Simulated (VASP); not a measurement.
# SnTe (P4/mmm) in VASP: relaxation of cell and atoms with PBE

Aim: the relaxation of cell and atoms of SnTe with PBE.

Program: VASP 6.6.1. These are calculated values, not measurements. Logs are shortened: lines on timing, memory, paths and dates and some standing lists are left out, and cuts for length are marked.

## Step 1: The cell of the first run

The structure is tetragonal, space group P4/mmm (No. 123). Conventional cell: a = 3.850 Å, b = 3.850 Å, c = 5.197 Å, α = 90.00°, β = 90.00°, γ = 90.00°. Within 4.9 Å of Sn (site symmetry 4/mmm) lie 8 Te at 3.76 Å and 4 Sn at 3.85 Å. Within 4.9 Å of Te (site symmetry 4/mmm) lie 8 Sn at 3.76 Å and 4 Te at 3.85 Å.

## Step 2: Relaxation of cell and atoms, PBE

File INCAR:

```
  PREC = Accurate
  ENCUT = 600
  EDIFF = 1E-6
  ISMEAR = 0
  SIGMA = 0.02
  LREAL = F
  LASPH = T
  NELM = 80
  ALGO = Normal
  ISIF = 3
  LWAVE = F
  LCHARG = F
  GGA = PE
  IBRION = 2
  NSW = 80
  EDIFFG = -0.02
```

File KPOINTS:

```
Automatic mesh
0
Gamma
  6 6 5
```

File POSCAR:

```
SnTe
1.0
    3.8500000000      0.0000000000      0.0000000000
    0.0000000000      3.8500000000      0.0000000000
    0.0000000000      0.0000000000      5.1975000000
Sn Te
1 1
Direct
    0.0000000000      0.0000000000      0.0000000000
    0.5000000000      0.5000000000      0.5000000000
```

Potentials or basis: VASP PAW PBE potentials, release 64 (Sn_d, Te).

Command:

```
$ cat potpaw_PBE.64/Sn_d/POTCAR potpaw_PBE.64/Te/POTCAR > POTCAR
$ mpirun -np 1 vasp_std > vasp.out
```

OUTCAR:

```text
PREC = Accurate
   ENCUT = 600
   EDIFF = 1E-6
   ISMEAR = 0
   LREAL = F
   LASPH = T
   NELM = 80
   ISIF = 3
   GGA = PE
   IBRION = 2
   NSW = 80
   EDIFFG = -0.02

 ion  position               nearest neighbor table
   1  0.000  0.000  0.000-
   2  0.500  0.500  0.500-

  LATTYP: Found a simple tetragonal cell.
 ALAT       =     3.8500000000
 C/A-ratio  =     1.3500000000

  Lattice vectors:

 A1 = (   3.8500000000,   0.0000000000,   0.0000000000)
 A2 = (   0.0000000000,   3.8500000000,   0.0000000000)
 A3 = (   0.0000000000,   0.0000000000,   5.1975000000)

Analysis of symmetry for initial positions (statically):
=====================================================================
 Subroutine PRICEL returns:
 Original cell was already a primitive cell.

 Routine SETGRP: Setting up the symmetry group for a
 simple tetragonal supercell.

 Subroutine GETGRP returns: Found 16 space group operations
 (whereof 16 operations were pure point group operations)
 out of a pool of 16 trial point group operations.

The static configuration has the point symmetry D_4h.

Analysis of symmetry for dynamics (positions and initial velocities):
=====================================================================
 Subroutine PRICEL returns:
 Original cell was already a primitive cell.

 Routine SETGRP: Setting up the symmetry group for a
 simple tetragonal supercell.

 Subroutine GETGRP returns: Found 16 space group operations
 (whereof 16 operations were pure point group operations)
 out of a pool of 16 trial point group operations.

The dynamic configuration has the point symmetry D_4h.

 Subroutine INISYM returns: Found 16 space group operations
 (whereof 16 operations are pure point group operations),
 and found     1 'primitive' translations

----------------------------------------------------------------------------------------

                                     Primitive cell

  volume of cell :      77.0399

  direct lattice vectors                    reciprocal lattice vectors
     3.850000000  0.000000000  0.000000000     0.259740260  0.000000000  0.000000000
     0.000000000  3.850000000  0.000000000     0.000000000  0.259740260  0.000000000
     0.000000000  0.000000000  5.197500000     0.000000000  0.000000000  0.192400192

  length of vectors
     3.850000000  3.850000000  5.197500000     0.259740260  0.259740260  0.192400192

  position of ions in fractional coordinates (direct lattice)
     0.000000000  0.000000000  0.000000000
     0.500000000  0.500000000  0.500000000

  ion indices of the primitive-cell ions
   primitive index   ion index
                 1           1
                 2           2

----------------------------------------------------------------------------------------

 KPOINTS: Automatic mesh

Automatic generation of k-mesh.
 Grid dimensions read from file:
 generate k-points for:    6    6    5

 Generating k-lattice:

  Cartesian coordinates                     Fractional coordinates (reciprocal lattice)
     0.043290043  0.000000000  0.000000000     0.166666667  0.000000000  0.000000000
     0.000000000  0.043290043  0.000000000     0.000000000  0.166666667  0.000000000
     0.000000000  0.000000000  0.038480038     0.000000000  0.000000000  0.200000000

  Length of vectors
     0.043290043  0.043290043  0.038480038

  Shift w.r.t. Gamma in fractional coordinates (k-lattice)
     0.000000000  0.000000000  0.000000000

 Subroutine IBZKPT returns following result:
 ===========================================

 Found     30 irreducible k-points:

 Following reciprocal coordinates:
            Coordinates               Weight
  0.000000  0.000000  0.000000      1.000000
  0.166667  0.000000  0.000000      4.000000
  0.333333  0.000000  0.000000      4.000000
  0.500000  0.000000  0.000000      2.000000
  0.166667  0.166667  0.000000      4.000000
  0.333333  0.166667  0.000000      8.000000
[... 16 lines left out ...]
  0.333333  0.000000  0.400000      8.000000
  0.500000  0.000000  0.400000      4.000000
 [... further k-points ...]
   k-points           NKPTS =     30   k-points in BZ     NKDIM =     30   number of bands    NBANDS=     14
   number of dos      NEDOS =    301   number of ions     NIONS =      2
   total plane-waves  NPLWV =  43008
   dimension x,y,z NGX =    32 NGY =   32 NGZ =   42
   dimension x,y,z NGXF=    64 NGYF=   64 NGZF=   84
   ions per type =               1   1
   NGX,Y,Z   is equivalent  to a cutoff of  13.82, 13.82, 13.43 a.u.
   NGXF,Y,Z  is equivalent  to a cutoff of  27.64, 27.64, 26.87 a.u.
 SYSTEM =  unknown system
   PREC   = accura    normal or accurate (medium, high low for compatibility)
   ISTART =      0    job   : 0-new  1-cont  2-samecut
   ICHARG =      2    charge: 1-file 2-atom 10-const
   ISPIN  =      1    spin polarized calculation?
   LNONCOLLINEAR =      F non collinear calculations
   LSORBIT =      F    spin-orbit coupling
   LASPH  =      T    aspherical Exc in radial PAW
   ENCUT  =  600.0 eV  44.10 Ry    6.64 a.u.   7.69  7.69 10.38*2*pi/ulx,y,z
   NELM   =     80;   NELMIN=  2; NELMDL= -5     # of ELM steps
   EDIFF  = 0.1E-05   stopping-criterion for ELM
   LREAL  =      F    real-space projection
   EDIFFG = -.2E-01   stopping-criterion for IOM
   NSW    =     80    number of steps for IOM
   IBRION =      2    ionic relax: 0-MD 1-quasi-New 2-CG
   NFREE  =      1    steps in history (QN), initial steepest desc. (CG)
   ISIF   =      3    stress and relaxation
   ISYM   =      2    0-nonsym 1-usesym 2-fastsym
   POTIM  = 0.5000    time-step for ionic-motion
   TEBEG  =    0.0;   TEEND  =   0.0 temperature during run
   PSTRESS=    0.0 pullay stress
   NELECT =      20.0000    total number of electrons
   NUPDOWN=      -1.0000    fix difference up-down
   EMIN   =  10.00;   EMAX   =-10.00  energy-range for DOS
   EFERMI =   0.00;   METHOD = LEGACY
   ISMEAR =     0;   SIGMA  =   0.02  broadening in eV -4-tet -1-fermi 0-gaus
   EFERMI_NEDOS =   21; number of points for ismear=-14 and -15
   IALGO  =     38    algorithm
   IMIX   =      4    mixing-type and parameters
     AMIX     =   0.40;   BMIX     =  1.00
     AMIX_MAG =   1.60;   BMIX_MAG =  1.00
  volume/ion in A,a.u.               =      38.52       259.95
  Fermi-wavevector in a.u.,A,eV,Ry     =   1.044350  1.973536 14.839432  1.090667
  Thomas-Fermi vector in A             =   2.179099
   LORBIT       =      0    0 simple, 1 ext, 2 COOP (PROOUT), +10 PAW based schemes
   GGA     = PE    functional components
   LHFCALC =     F    Hartree Fock is set to
   AEXX    =    0.0000 exact exchange contribution
   IVDW    =     0    specifies the selected vdW correction
   LEPSILON=     F    determine dielectric tensor
   LRPA    =     F    only Hartree local field effects (RPA)
 conjugate gradient relaxation of ions
 non-spin polarized calculation
 Gauss-broadening in eV      SIGMA  =   0.02
  energy-cutoff  :      600.00
  volume of cell :       77.04
 maximum number of plane-waves:      2588
 NGX is ok and might be reduce to    32
   NGX = 15   NGY = 15   NGZ = 21

--------------------------------------- Ionic step        1  -------------------------------------------

 number of electron      20.0000005 magnetization

 Free energy of the ion-electron system (eV)
  ---------------------------------------------------
  ext. energy  EPLUGINS =         0.00000000
  ---------------------------------------------------
  free energy    TOTEN  =        -6.33725180 eV

  energy without entropy =       -6.33691927  energy(sigma->0) =       -6.33708554

 E-fermi :   4.6324     XC(G=0):  -8.7704

 val. band max:        4.6114266553   @ k =   0.5000   0.3333   0.2000
 cond. band min:       4.6502475862   @ k =   0.3333   0.3333   0.0000
 fundamental gap:      0.0388209310
 Fermi energy:         4.6323865854

 k-point     1 :       0.0000    0.0000    0.0000
  band No.  band energies     occupation
      1     -17.4467      2.00000
      2     -17.4280      2.00000
      3     -17.4178      2.00000
      4     -17.4178      2.00000
      5     -17.3869      2.00000
      6      -6.7409      2.00000
      7      -2.2675      2.00000
      8       1.4489      2.00000
      9       4.2621      2.00000
     10       4.2621      2.00000
     11       7.9593      0.00000
     12       8.2770      0.00000
[... 899 lines left out ...]
  band No.  band energies     occupation
      1     -14.0280      2.00000
      2     -14.0183      2.00000
      3     -14.0071      2.00000
      4     -14.0021      2.00000
      5     -13.9840      2.00000
      6      -2.9399      2.00000
      7       0.7151      2.00000
      8       2.8643      2.00000
      9       3.1961      2.00000
     10       7.8672      0.00000
     11      10.9081      0.00000
     12      11.1849      0.00000
     13      11.3589      0.00000
     14      14.0613      0.00000

 [... further k-points ...]

[... ionic steps 4 to 7 ...]

--------------------------------------- Ionic step        8  -------------------------------------------

 number of electron      19.9999996 magnetization

------------------------ aborting loop because EDIFF is reached ----------------------------------------

  FORCE on cell =-STRESS in cart. coord.  units (eV):
  Direction    XX          YY          ZZ          XY          YZ          ZX
  --------------------------------------------------------------------------------------
  -------------------------------------------------------------------------------------
  Total       -0.0461186     -0.0461186      0.2059595      0.0000000     -0.0000000     -0.0000000
  in kB       -1.2562864     -1.2562864      5.6104077      0.0000000     -0.0000000     -0.0000000
  external PRESSURE =       1.0326116 kB  Pullay stress =       0.0000000 kB
[... 57 lines left out ...]
  energy  without entropy=       -7.0937059099  energy(sigma->0) =       -7.09400929

--------------------------------------- Ionic step       10  -------------------------------------------

 number of electron      20.0000001 magnetization

 Free energy of the ion-electron system (eV)
  ---------------------------------------------------
  ext. energy  EPLUGINS =         0.00000000
  ---------------------------------------------------
  free energy    TOTEN  =        -7.09467654 eV

  energy without entropy =       -7.09410945  energy(sigma->0) =       -7.09439300

 E-fermi :   7.1926     XC(G=0):  -9.9073

 val. band max:        7.1274449885   @ k =   0.5000   0.0000   0.0000
 cond. band min:       7.1991522064   @ k =   0.3333   0.0000   0.4000
 fundamental gap:      0.0717072178
 Fermi energy:         7.1925644606

 k-point     1 :       0.0000    0.0000    0.0000
  band No.  band energies     occupation
      1     -14.4903      2.00000
      2     -14.4829      2.00000
      3     -14.4502      2.00000
      4     -14.4502      2.00000
      5     -14.4428      2.00000
      6      -5.2183      2.00000
      7       1.8428      2.00000
      8       5.2794      2.00000
      9       5.4590      2.00000
     10       5.4590      2.00000
     11      10.6658      0.00000
     12      10.7571      0.00000
[... 422 lines left out ...]
  FREE ENERGIE OF THE ION-ELECTRON SYSTEM (eV)
  ---------------------------------------------------
  free  energy   TOTEN  =        -7.0946765417 eV

  energy  without entropy=       -7.0941094483  energy(sigma->0) =       -7.09439300

 reached required accuracy - stopping structural energy minimisation
```

Wall time 80 s (1 thread of Intel Xeon 6975P-C (Granite Rapids), shared host); peak memory 0.23 GiB.

What came out:

```
Free energy                            : -7.0947 eV
Relaxed volume                         : 29.54 Å³/atom
Relaxed cell                           : a = 3.879 Å, b = 3.879 Å, c = 3.926 Å, α = 90.00°, β = 90.00°, γ = 90.00°
Space group after relaxing (to 0.05 Å) : Pm-3m (No. 221)
Energy gained by relaxing              : 378.7 meV/atom
Ionic steps                            : 10
Pressure after relaxing                : 0.1 GPa
Band gap on the k mesh                 : zero (band 10 reaches 7.56 eV, above the bottom of band 11 at 6.20 eV)
```

Step by step:
```tsv
step	energy change (eV)	largest force (eV/Å)	pressure (GPa)	volume (Å³)
1	0.0000	0.0000	-6.51	77.04
2	-0.5667	0.0000	-1.61	60.80
3	-0.5954	0.0000	0.53	57.87
4	-0.5960	0.0000	0.86	57.44
5	-0.6697	0.0000	1.02	57.50
6	-0.7461	0.0000	1.78	56.96
7	-0.7395	0.0000	-1.67	61.48
8	-0.7560	0.0000	0.10	58.82
9	-0.7571	0.0000	0.13	58.95
10	-0.7574	0.0000	0.08	59.09
```

Final structure:
```xyz
2
Lattice="3.8793 0.0000 0.0000 0.0000 3.8793 0.0000 0.0000 0.0000 3.9262" Properties=species:S:1:pos:R:3 pbc="T T T"
Sn    0.0000    0.0000    0.0000
Te    1.9397    1.9397    1.9631
```

Caveat: the volume moved by over 15 % at a fixed basis, so the end points are rough; spin-orbit coupling is left out, which moves the levels of the heavy elements.
